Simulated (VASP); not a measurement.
Here is a VASP 6.6.1 calculation.

The input INCAR:

```
SYSTEM = Be2CdS2
PREC = Accurate ; ENCUT = 520
EDIFF = 1E-6 ; ISMEAR = 0
SIGMA = 0.1 ; LREAL = .FALSE.
LASPH = .TRUE. ; NELM = 100
ALGO = Normal ; ISIF = 2
LWAVE = .FALSE. ; LCHARG = .TRUE.
GGA = PE ; LELF = .TRUE.
LVHAR = .TRUE. ; NBANDS = 22
```

File KPOINTS:

```
regular mesh
0
G
  6 6 4
  0 0 0
```

File POSCAR:

```
Be2CdS2
1.0
    4.1763643073      0.0000000030      0.0000000000
   -2.0881821562      3.6168375840      0.0000000000
    0.0000000000      0.0000000000      6.1837829494
Be Cd S
2 1 2
Direct
    0.6666666667      0.3333333333      0.1692540551
    0.6666666667      0.3333333333      0.8307459449
    0.0000000000      0.0000000000      0.5000000000
    0.0000000000      0.0000000000      0.0000000000
    0.3333333333      0.6666666667      0.5000000000
```

Potentials or basis: VASP PAW PBE potentials, release 64 (Be, Cd, S).

Command:

```bash
$ cat potpaw_PBE.64/Be/POTCAR potpaw_PBE.64/Cd/POTCAR potpaw_PBE.64/S/POTCAR > POTCAR
$ mpirun -np 1 vasp_std > vasp.out
```

Estimate the largest force.

0.033 eV/Å.

What does it give for the band gap on the k mesh?

Zero (band 14 reaches 5.12 eV, above the bottom of band 15 at 2.69 eV).

Estimate the pressure.

0.3 GPa.

Stress tensor (GPa, compression positive):
```
 0.42  0.00  0.00
 0.00  0.42  0.00
 0.00  0.00 -0.05
```
